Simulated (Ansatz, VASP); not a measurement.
Sr in VASP and in Ansatz

```xyz
2
Lattice="2.9579 2.9579 0.0000 -2.9579 2.9579 0.0000 0.0000 0.0000 5.9750" Properties=species:S:1:pos:R:3 pbc="T T T"
Sr    0.0000    0.0000    0.0000
Sr    0.0000    2.9579    2.9875
```

Change from the starting cell: strain along c alone, the other axes held, atoms relaxed: +1.0 %.

Alike in both runs: task single point; functional PBEsol; k mesh 12 × 12 × 10; occupations gaussian, width 0.1 eV; no spin polarisation.

```csv
,VASP,Ansatz
version,VASP 6.6.1,Ansatz 0.2.0
potentials or method,"VASP PAW PBE potentials, release 64 (Sr_sv), cutoff 520 eV","scalar-relativistic, plane waves, PAW"
valence electrons in the cell,20,20
```

```csv
,VASP,Ansatz,Ansatz less VASP
gap on the k mesh at the Fermi level (eV),none,none,-
pressure (GPa),-0.1,-0.1,-0.01
"traceless stress, the component that is largest in VASP (GPa)",-0.05,-0.05,0.000
```

VASP's potentials were made for PBE, not for PBEsol. A gap of «none» marks a metal or a gap that the smearing closes. The functional is the same, so the differences come from potentials, cutoffs and numerics.
